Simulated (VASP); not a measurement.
A run of VASP 6.6.1:

POSCAR

```
Ta
1.0
    3.4368513154      0.0000000000      0.0000000000
    0.0000000000      3.4368513154      0.0000000000
    0.0000000000      0.0000000000      3.2253527729
Ta
2
Direct
    0.0000000000      0.0000000000      0.0000000000
    0.5000000000      0.5000000000      0.5000000000
```

The input INCAR.step1:

```
ALGO = Normal ; EDIFF = 1E-4
ENCUT = 520 ; GGA = PE
ISMEAR = 0 ; LASPH = True
LCHARG = False ; LREAL = False
LWAVE = True ; NBANDS = 18
NELM = 60 ; PREC = Accurate
SIGMA = 0.1
```

INCAR.step2

```
ALGO = Normal ; EDIFF = 1E-7
ENCUT = 520 ; ISIF = 2
ISMEAR = 0 ; ISTART = 1
LASPH = True ; LCHARG = False
LMIXTAU = True ; LREAL = False
LWAVE = False ; METAGGA = R2SCAN
NBANDS = 18 ; NELM = 60
PREC = Accurate ; SIGMA = 0.1
```

File KPOINTS:

```
k-points
0
Gamma
  16 16 16
```

Potentials or basis: VASP PAW PBE potentials, release 64 (Ta_pv).

Command:

```bash
$ cat potpaw_PBE.64/Ta_pv/POTCAR > POTCAR
$ cp INCAR.step1 INCAR
$ mpirun -np 1 vasp_std > vasp.out
$ cp INCAR.step2 INCAR
$ mpirun -np 1 vasp_std > vasp.out
```

Hardware: 1 thread of AMD EPYC 9R45 96-Core Processor (Zen 5), with other jobs on the host.

Problem. How long does it take, and how much memory?

Solution. It took 7.6 min on 1 thread of AMD EPYC 9R45 96-Core Processor (Zen 5), on a shared host, peak memory 0.31 GiB. Counts: k points 405.
